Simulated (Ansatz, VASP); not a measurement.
## One calculation of ZnS, two programs

File POSCAR:

```
ZnS
1.0
    5.3890263863      0.0000000000      0.0000000000
    0.0000000000      2.6945131931     -2.6945131931
    0.0000000000      9.4977531418      9.4977531418
Zn S
6 6
Direct
    0.0000000000      0.0000000000      0.2127608645
    0.5000000000      0.5000000000      0.3546108975
    0.0000000000      0.0000000000      0.4964609305
    0.5000000000      0.5000000000      0.6383109635
    0.0000000000      0.0000000000      0.7801609965
    0.5000000000      0.5000000000      0.0709108315
    0.7500000000      0.0000000000      0.3546108975
    0.2500000000      0.5000000000      0.4964609305
    0.7500000000      0.0000000000      0.6383109635
    0.2500000000      0.5000000000      0.7801609965
    0.7500000000      0.0000000000      0.0709108315
    0.2500000000      0.5000000000      0.2127608645
```

The input INCAR.step1:

```
PREC = Accurate ; ENCUT = 520
ISMEAR = 0 ; SIGMA = 0.05
LREAL = False ; LASPH = True
NELM = 80 ; NBANDS = 66
GGA = PE ; ALGO = Normal
EDIFF = 1E-4 ; LWAVE = True
LCHARG = False
```

Contents of INCAR.step2:

```
PREC = Accurate ; ENCUT = 520
EDIFF = 1E-6 ; ISMEAR = 0
SIGMA = 0.05 ; LREAL = False
LASPH = True ; NELM = 80
ALGO = Normal ; ISIF = 2
LWAVE = False ; LCHARG = True
METAGGA = R2SCAN ; LMIXTAU = True
LELF = True ; LVHAR = True
NBANDS = 66 ; ISTART = 1
```

Contents of KPOINTS:

```
Automatic mesh
0
Gamma
  4 6 2
```

Input for Ansatz:

```yaml
crystal:
  lattice:
    - [5.3890263863, 0.0, 0.0]
    - [0.0, 2.6945131931, -2.6945131931]
    - [0.0, 9.4977531418, 9.4977531418]
  atoms:
    - { symbol: Zn, position: [0.0, 0.0, 0.2127608645] }
    - { symbol: Zn, position: [0.5, 0.5, 0.3546108975] }
    - { symbol: Zn, position: [0.0, 0.0, 0.4964609305] }
    - { symbol: Zn, position: [0.5, 0.5, 0.6383109635] }
    - { symbol: Zn, position: [0.0, 0.0, 0.7801609965] }
    - { symbol: Zn, position: [0.5, 0.5, 0.0709108315] }
    - { symbol: S, position: [0.75, 0.0, 0.3546108975] }
    - { symbol: S, position: [0.25, 0.5, 0.4964609305] }
    - { symbol: S, position: [0.75, 0.0, 0.6383109635] }
    - { symbol: S, position: [0.25, 0.5, 0.7801609965] }
    - { symbol: S, position: [0.75, 0.0, 0.0709108315] }
    - { symbol: S, position: [0.25, 0.5, 0.2127608645] }
basis:
  ecutwfc: 500
kpoints:
  mp_grid: { grid: [4, 6, 2] }
hamiltonian:
  xc: r2scan
scf:
  occupations: { method: gaussian, width: 0.05 }
output:
  forces: true
  stress: true
  eigenvalues: true
```

Alike in both runs: task single point; functional r2SCAN; k mesh 4 × 6 × 2; occupations gaussian, width 0.05 eV; no spin polarisation.

```csv
,VASP,Ansatz
version,VASP 6.6.1,Ansatz 0.2.0
potentials or method,"VASP PAW PBE potentials, release 64 (Zn, S), cutoff 520 eV","scalar-relativistic, plane waves, PAW"
valence electrons in the cell,108,108
```

|  | VASP | Ansatz | Ansatz less VASP |
| --- | --- | --- | --- |
| gap on the k mesh at the Fermi level (eV) | 1.92 | 1.93 | +0.006 |
| least direct gap on the mesh (eV) | 1.92 | 1.93 | +0.006 |
| pressure (GPa) | -1.6 | -1.6 | -0.04 |
| traceless stress, the component that is largest in VASP (GPa) | -0.12 | -0.14 | -0.015 |
| rms of the force components (eV/Å) | 0.462 | 0.459 | -0.0026 |

VASP's potentials were made for PBE, not for r2SCAN. Atom by atom the forces differ by 0.005 eV/Å (rms over components). With one functional, cell and mesh, what is left measures potentials, basis and numerics.
